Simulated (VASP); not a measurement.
Crystal: ReOs3C.

```
Re Os C
1.0
     3.88513    0.00000    0.00000
     0.00000    3.88513    0.00000
     0.00000    0.00000    3.88513
Re Os C
1 3 1
Cartesian
  0.0000 0.0000 0.0000
  0.0000 1.9426 1.9426
  1.9426 0.0000 1.9426
  1.9426 1.9426 0.0000
  1.9426 1.9426 1.9426
```

* Program: VASP 6.6.1
* Task: relaxation of cell and atoms
* Functional: PBE
* Potentials or basis: VASP PAW PBE potentials, release 64 (Re_sv_GW, Os_sv_GW, C)
* Cutoff: 600 eV
* k mesh: 4 × 4 × 4
* Occupations: gaussian, width 0.1 eV
* Spin: no spin polarisation

At the start: pressure 52.9 GPa; volume 11.73 Å³/atom.

**Question.** How do energy, volume and symmetry change on relaxing?

**Answer.** Over 5 steps the energy falls by 206.6 meV/atom and the volume is 13.11 Å³/atom (+11.8 %); space group Pm-3m (No. 221, to 0.05 Å).

The path:
| step | energy change (eV) | largest force (eV/Å) | pressure (GPa) | volume (Å³) |
| --- | --- | --- | --- | --- |
| 1 | 0.0000 | 0.0000 | 52.95 | 58.64 |
| 2 | 7.4014 | 0.0000 | -54.93 | 98.07 |
| 3 | -0.9352 | 0.0000 | -6.66 | 66.90 |
| 4 | -1.0319 | 0.0000 | -1.42 | 65.83 |
| 5 | -1.0330 | 0.0000 | 0.13 | 65.55 |

Final structure:
```
CELL_PARAMETERS angstrom
4.03206 0.00000 0.00000
0.00000 4.03206 0.00000
0.00000 0.00000 4.03206
ATOMIC_POSITIONS crystal
Re 0.00000 0.00000 0.00000
Os 0.00000 0.50000 0.50000
Os 0.50000 0.00000 0.50000
Os 0.50000 0.50000 0.00000
C 0.50000 0.50000 0.50000
```

Caveat: the k points lie up to 0.39 Å⁻¹ apart in the final cell.
